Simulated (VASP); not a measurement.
# Ta (Im-3m) in VASP: notebook

Ta is run at these levels: PBEsol+D3(BJ), LDA, PBE; tasks: single point.

Program: VASP 6.6.1. These are calculated values, not measurements. Logs are shortened: lines on timing, memory, paths and dates and some standing lists are left out, and cuts for length are marked.

## 1. The cell of the first run

The structure is cubic, space group Im-3m (No. 229). Conventional cell: a = 3.244 Å, b = 3.244 Å, c = 3.244 Å, α = 90.00°, β = 90.00°, γ = 90.00°. Ta (site symmetry m-3m) has 14 Ta at 2.81 to 3.24 Å within 3.7 Å.

## 2. Single point, PBEsol+D3(BJ)

Contents of INCAR:

```
PREC = Accurate
ENCUT = 520
EDIFF = 1E-6
ISMEAR = -1
SIGMA = 0.05
LREAL = False
LASPH = True
NELM = 100
ALGO = Normal
ISIF = 2
LWAVE = False
LCHARG = True
GGA = PS
IVDW = 12
LELF = True
LVHAR = True
NBANDS = 12
```

Contents of KPOINTS:

```
regular mesh
0
Gamma
  11 11 11
```

Contents of POSCAR:

```
Ta
1.0
   -1.6219583616      1.6219583616      1.6219583616
    1.6219583616     -1.6219583616      1.6219583616
    1.6219583616      1.6219583616     -1.6219583616
Ta
1
Direct
    0.0000000000      0.0000000000      0.0000000000
```

Potentials or basis: VASP PAW PBE potentials, release 64 (Ta_pv).

Launch:

```bash
$ cat potpaw_PBE.64/Ta_pv/POTCAR > POTCAR
$ mpirun -np 1 vasp_std > vasp.out
```

OUTCAR:

```text
PREC = Accurate
   ENCUT = 520
   EDIFF = 1E-6
   ISMEAR = -1
   LREAL = False
   LASPH = True
   NELM = 100
   ISIF = 2
   GGA = PS
   IVDW = 12
 IVDW          = 12

 ion  position               nearest neighbor table
   1  0.000  0.000  0.000-

  LATTYP: Found a body centered cubic cell.
 ALAT       =     3.2439167232

  Lattice vectors:

 A1 = (  -1.6219583616,   1.6219583616,   1.6219583616)
 A2 = (   1.6219583616,  -1.6219583616,   1.6219583616)
 A3 = (   1.6219583616,   1.6219583616,  -1.6219583616)

Analysis of symmetry for initial positions (statically):
=====================================================================
 Subroutine PRICEL returns:
 Original cell was already a primitive cell.

 Routine SETGRP: Setting up the symmetry group for a
 body centered cubic supercell.

 Subroutine GETGRP returns: Found 48 space group operations
 (whereof 48 operations were pure point group operations)
 out of a pool of 48 trial point group operations.

The static configuration has the point symmetry O_h .

Analysis of symmetry for dynamics (positions and initial velocities):
=====================================================================
 Subroutine PRICEL returns:
 Original cell was already a primitive cell.

 Routine SETGRP: Setting up the symmetry group for a
 body centered cubic supercell.

 Subroutine GETGRP returns: Found 48 space group operations
 (whereof 48 operations were pure point group operations)
 out of a pool of 48 trial point group operations.

The dynamic configuration has the point symmetry O_h .

 Subroutine INISYM returns: Found 48 space group operations
 (whereof 48 operations are pure point group operations),
 and found     1 'primitive' translations

----------------------------------------------------------------------------------------

                                     Primitive cell

  volume of cell :      17.0679

  direct lattice vectors                    reciprocal lattice vectors
    -1.621958362  1.621958362  1.621958362     0.000000000  0.308269319  0.308269319
     1.621958362 -1.621958362  1.621958362     0.308269319  0.000000000  0.308269319
     1.621958362  1.621958362 -1.621958362     0.308269319  0.308269319  0.000000000

  length of vectors
     2.809314290  2.809314290  2.809314290     0.435958652  0.435958652  0.435958652

  position of ions in fractional coordinates (direct lattice)
     0.000000000  0.000000000  0.000000000

  ion indices of the primitive-cell ions
   primitive index   ion index
                 1           1

----------------------------------------------------------------------------------------

 KPOINTS: regular mesh

Automatic generation of k-mesh.
 Grid dimensions read from file:
 generate k-points for:   11   11   11

 Generating k-lattice:

  Cartesian coordinates                     Fractional coordinates (reciprocal lattice)
     0.000000000  0.028024484  0.028024484     0.090909091  0.000000000  0.000000000
     0.028024484  0.000000000  0.028024484     0.000000000  0.090909091  0.000000000
     0.028024484  0.028024484  0.000000000     0.000000000  0.000000000  0.090909091

  Length of vectors
     0.039632605  0.039632605  0.039632605

  Shift w.r.t. Gamma in fractional coordinates (k-lattice)
     0.000000000  0.000000000  0.000000000

 Subroutine IBZKPT returns following result:
 ===========================================

 Found     56 irreducible k-points:

 Following reciprocal coordinates:
            Coordinates               Weight
  0.000000  0.000000  0.000000      1.000000
  0.090909  0.000000  0.000000     12.000000
  0.181818  0.000000  0.000000     12.000000
  0.272727  0.000000  0.000000     12.000000
  0.363636  0.000000  0.000000     12.000000
  0.454545  0.000000  0.000000     12.000000
[... 16 lines left out ...]
  0.272727  0.181818  0.090909     48.000000
  0.363636  0.181818  0.090909     24.000000
 [... further k-points ...]
   k-points           NKPTS =     56   k-points in BZ     NKDIM =     56   number of bands    NBANDS=     12
   number of dos      NEDOS =    301   number of ions     NIONS =      1
   total plane-waves  NPLWV =  13824
   dimension x,y,z NGX =    24 NGY =   24 NGZ =   24
   dimension x,y,z NGXF=    48 NGYF=   48 NGZF=   48
   ions per type =               1
   NGX,Y,Z   is equivalent  to a cutoff of  14.20, 14.20, 14.20 a.u.
   NGXF,Y,Z  is equivalent  to a cutoff of  28.40, 28.40, 28.40 a.u.
 SYSTEM =  unknown system
   PREC   = accura    normal or accurate (medium, high low for compatibility)
   ISTART =      0    job   : 0-new  1-cont  2-samecut
   ICHARG =      2    charge: 1-file 2-atom 10-const
   ISPIN  =      1    spin polarized calculation?
   LNONCOLLINEAR =      F non collinear calculations
   LSORBIT =      F    spin-orbit coupling
   LASPH  =      T    aspherical Exc in radial PAW
   ENCUT  =  520.0 eV  38.22 Ry    6.18 a.u.   5.22  5.22  5.22*2*pi/ulx,y,z
   NELM   =    100;   NELMIN=  2; NELMDL= -5     # of ELM steps
   EDIFF  = 0.1E-05   stopping-criterion for ELM
   LREAL  =      F    real-space projection
   EDIFFG = 0.1E-04   stopping-criterion for IOM
   NSW    =      0    number of steps for IOM
   IBRION =     -1    ionic relax: 0-MD 1-quasi-New 2-CG
   NFREE  =      0    steps in history (QN), initial steepest desc. (CG)
   ISIF   =      2    stress and relaxation
   ISYM   =      2    0-nonsym 1-usesym 2-fastsym
   POTIM  = 0.5000    time-step for ionic-motion
   TEBEG  =    0.0;   TEEND  =   0.0 temperature during run
   PSTRESS=    0.0 pullay stress
   NELECT =      11.0000    total number of electrons
   NUPDOWN=      -1.0000    fix difference up-down
   EMIN   =  10.00;   EMAX   =-10.00  energy-range for DOS
   EFERMI =   0.00;   METHOD = LEGACY
   ISMEAR =    -1;   SIGMA  =   0.05  broadening in eV -4-tet -1-fermi 0-gaus
   EFERMI_NEDOS =   21; number of points for ismear=-14 and -15
   IALGO  =     38    algorithm
   IMIX   =      4    mixing-type and parameters
     AMIX     =   0.40;   BMIX     =  1.00
     AMIX_MAG =   1.60;   BMIX_MAG =  1.00
  volume/ion in A,a.u.               =      17.07       115.18
  Fermi-wavevector in a.u.,A,eV,Ry     =   1.414098  2.672257 27.207187  1.999672
  Thomas-Fermi vector in A             =   2.535675
   LORBIT       =      0    0 simple, 1 ext, 2 COOP (PROOUT), +10 PAW based schemes
   GGA     = PS    functional components
   LHFCALC =     F    Hartree Fock is set to
   AEXX    =    0.0000 exact exchange contribution
   IVDW    =    12    specifies the selected vdW correction
   LEPSILON=     F    determine dielectric tensor
   LRPA    =     F    only Hartree local field effects (RPA)
 non-spin polarized calculation
  energy-cutoff  :      520.00
  volume of cell :       17.07
 maximum number of plane-waves:       472
 NGX is ok and might be reduce to    24
   NGX = 11   NGY = 11   NGZ = 11

 number of electron      10.9999999 magnetization

 Free energy of the ion-electron system (eV)
  ---------------------------------------------------
  ext. energy  EPLUGINS =         0.00000000
  ---------------------------------------------------
  free energy    TOTEN  =       -12.54760006 eV

  energy without entropy =      -12.54139787  energy(sigma->0) =      -12.54449896

 E-fermi :   5.7573     XC(G=0): -13.0068

 val. band max:        5.6872897135   @ k =  -0.4545  -0.4545   0.0909
 cond. band min:       5.8379233924   @ k =  -0.1818   0.2727   0.0909
 fundamental gap:      0.1506336789
 Fermi energy:         5.7573442618

 k-point     1 :       0.0000    0.0000    0.0000
  band No.  band energies     occupation
      1     -27.0487      2.00000
      2     -27.0487      2.00000
      3     -27.0487      2.00000
      4      -2.3706      2.00000
      5       6.4773      0.00000
      6       6.4773      0.00000
      7       6.4773      0.00000
      8       9.9436      0.00000
      9       9.9436      0.00000
     10      20.6048      0.00000
     11      21.0589      0.00000
     12      21.0589      0.00000

 k-point     2 :       0.0909    0.0000    0.0000
  band No.  band energies     occupation
      1     -27.1713      2.00000
      2     -27.0858      2.00000
      3     -27.0495      2.00000
      4      -1.9787      2.00000
      5       6.2245      0.00018
      6       6.3916      0.00001
      7       6.8657      0.00000
      8       9.5639      0.00000
      9       9.9453      0.00000
     10      20.6044      0.00000
     11      21.4057      0.00000
     12      21.7398      0.00000

 k-point     3 :       0.1818    0.0000    0.0000
  band No.  band energies     occupation
      1     -27.4896      2.00000
      2     -27.1842      2.00000
      3     -27.0518      2.00000
      4      -0.9303      2.00000
      5       5.6152      1.88991
      6       5.9906      0.01866
      7       7.9980      0.00000
      8       9.1947      0.00000
      9      10.0041      0.00000
     10      20.6025      0.00000
     11      21.9107      0.00000
     12      23.6192      0.00000
[... 286 lines left out ...]
 k-point    23 :       0.2727    0.1818    0.0909
  band No.  band energies     occupation
      1     -28.2063      2.00000
      2     -27.5969      2.00000
      3     -27.2729      2.00000
      4       2.7887      2.00000
      5       4.1146      2.00000
      6       5.1927      1.99998
      7      10.3407      0.00000
      8      10.9433      0.00000
      9      15.5483      0.00000
     10      16.8519      0.00000
     11      20.3769      0.00000
     12      20.6225      0.00000

 k-point    24 :       0.3636    0.1818    0.0909
  band No.  band energies     occupation
      1     -28.2104      2.00000
      2     -27.6899      2.00000
      3     -27.2827      2.00000
      4       2.7796      2.00000
      5       4.0528      2.00000
      6       5.9092      0.09153
      7      10.4393      0.00000
      8      11.0583      0.00000
      9      15.5098      0.00000
     10      16.5485      0.00000
     11      19.7242      0.00000
     12      20.6183      0.00000

 [... further k-points ...]

------------------------ aborting loop because EDIFF is reached ----------------------------------------

 Edisp (eV)   -0.76851

 E8    (eV) :    -0.5711

  FORCE on cell =-STRESS in cart. coord.  units (eV):
  Direction    XX          YY          ZZ          XY          YZ          ZX
  --------------------------------------------------------------------------------------
  -------------------------------------------------------------------------------------
  Total       0.04763     0.04763     0.04763     0.00000     0.00000    -0.00000
  in kB       4.47117     4.47117     4.47117     0.00000     0.00000    -0.00000
  external pressure =        4.47 kB  Pullay stress =        0.00 kB

 VOLUME and BASIS-vectors are now :
 -----------------------------------------------------------------------------
  energy-cutoff  :      520.00
  volume of cell :       17.07
      direct lattice vectors                 reciprocal lattice vectors
    -1.621958362  1.621958362  1.621958362     0.000000000  0.308269319  0.308269319
     1.621958362 -1.621958362  1.621958362     0.308269319  0.000000000  0.308269319
     1.621958362  1.621958362 -1.621958362     0.308269319  0.308269319  0.000000000

 POSITION                                       TOTAL-FORCE (eV/Angst)
 -----------------------------------------------------------------------------------
      0.00000      0.00000      0.00000        -0.000000     -0.000000     -0.000000
 -----------------------------------------------------------------------------------
    total drift:                               -0.000000      0.000000     -0.000000

  FREE ENERGIE OF THE ION-ELECTRON SYSTEM (eV)
  ---------------------------------------------------
  free  energy   TOTEN  =       -13.3161138921 eV

  energy  without entropy=      -13.3099116972  energy(sigma->0) =      -13.31301279
```

It took 8.9 s on 1 thread of Intel Xeon Platinum 8488C (Sapphire Rapids), shared host; peak memory 0.15 GiB.

What came out:

```yaml
Free_energy: -13.3161 eV
Pressure: 0.4 GPa
Dispersion_energy_per_atom: -0.769 eV
```

Caveat: the PAW data sets were made with another functional, which shifts forces and pressure a little; spin-orbit coupling is left out, which moves the levels of the heavy elements; pairwise dispersion overbinds metals, which lowers pressure and volume.

(Part 1 of 2 ends here.)
